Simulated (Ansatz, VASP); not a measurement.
## SrVO3: VASP beside Ansatz

INCAR

```
SYSTEM = SrVO3
  PREC = Accurate
  ENCUT = 520
  EDIFF = 1E-6
  ISMEAR = 0
  SIGMA = 0.05
  LREAL = .FALSE.
  LASPH = .TRUE.
  NELM = 80
  ALGO = Normal
  ISIF = 2
  LWAVE = .FALSE.
  LCHARG = .FALSE.
  GGA = PE
  NBANDS = 28
```

Contents of KPOINTS:

```
regular mesh
0
G
  8 8 8
  0 0 0
```

Contents of POSCAR:

```
SrVO3
1.0
    3.8319541596      0.0000000000      0.0000000000
    0.0000000000      3.8319541596      0.0000000000
    0.0000000000      0.0000000000      3.8319541596
Sr V O
1 1 3
Direct
    0.5000000000      0.5000000000      0.5000000000
    0.0000000000      0.0000000000      0.0000000000
    0.5000000000      0.0000000000      0.0000000000
    0.0000000000      0.5000000000      0.0000000000
    0.0000000000      0.0000000000      0.5000000000
```

Input for Ansatz:

```yaml
crystal:
  lattice:
    - [3.8319541596, 0.0, 0.0]
    - [0.0, 3.8319541596, 0.0]
    - [0.0, 0.0, 3.8319541596]
  atoms:
    - { symbol: Sr, position: [0.5, 0.5, 0.5] }
    - { symbol: V, position: [0.0, 0.0, 0.0] }
    - { symbol: O, position: [0.5, 0.0, 0.0] }
    - { symbol: O, position: [0.0, 0.5, 0.0] }
    - { symbol: O, position: [0.0, 0.0, 0.5] }
basis:
  ecutwfc: 420
  ecutrho_ratio: 4
kpoints:
  mp_grid: { grid: [8, 8, 8] }
hamiltonian:
  xc: pbe
scf:
  occupations: { method: gaussian, width: 0.05 }
output:
  forces: true
  stress: true
  eigenvalues: true
```

Alike in both runs: task single point; functional PBE; k mesh 8 × 8 × 8; occupations gaussian, width 0.05 eV; no spin polarisation.

|  | VASP | Ansatz |
| --- | --- | --- |
| version | VASP 6.6.1 | Ansatz 0.2.0 |
| potentials or method | VASP PAW PBE potentials, release 64 (Sr_sv, V_sv, O), cutoff 520 eV | scalar-relativistic, plane waves, PAW |
| valence electrons in the cell | 41 | 41 |

```tsv
	VASP	Ansatz	Ansatz less VASP
gap on the k mesh at the Fermi level (eV)	none	none	-
pressure (GPa)	4.8	3.8	-0.93
```

A gap of «none» marks a metal or a gap that the smearing closes. The functional is the same, so the differences come from potentials, cutoffs and numerics.
